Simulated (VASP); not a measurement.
SiO, 2 atoms in the cell. The structure is tetragonal, space group P4/mmm (No. 123). The conventional cell has a = 2.807 Å, b = 2.807 Å, c = 2.779 Å, α = 90.00°, β = 90.00°, γ = 90.00°. Within 3.2 Å of Si (site symmetry 4/mmm) lie 8 O at 2.42 Å and 6 Si at 2.78 to 2.81 Å. O (site symmetry 4/mmm) has 8 Si at 2.42 Å and 6 O at 2.78 to 2.81 Å within 3.2 Å. 

- Program: VASP 6.6.1
- Task: single point
- Functional: PBE
- Potentials or basis: VASP PAW PBE potentials, release 64 (Si, O)
- Cutoff: 520 eV
- k mesh: 8 × 8 × 8
- Occupations: fermi-dirac, width 0.05 eV
- Spin: no spin polarisation
- Dipole correction: no
- Further INCAR settings: ALGO = Normal; EDIFF = 1e-07; NBANDS = 12

Potentials or basis: VASP PAW PBE potentials, release 64 (Si, O).

Command:

```console
$ cat potpaw_PBE.64/Si/POTCAR potpaw_PBE.64/O/POTCAR > POTCAR
$ mpirun -np 1 vasp_std > vasp.out
```

Hardware: 1 thread of Intel Xeon 6975P-C, with other jobs on the host.

Problem. How long does it take, and how much memory?

Solution. Run time: 9.2 s on 1 thread of Intel Xeon 6975P-C (shared host), peak memory 0.14 GiB. Counts: scf iterations 14, k points 75.
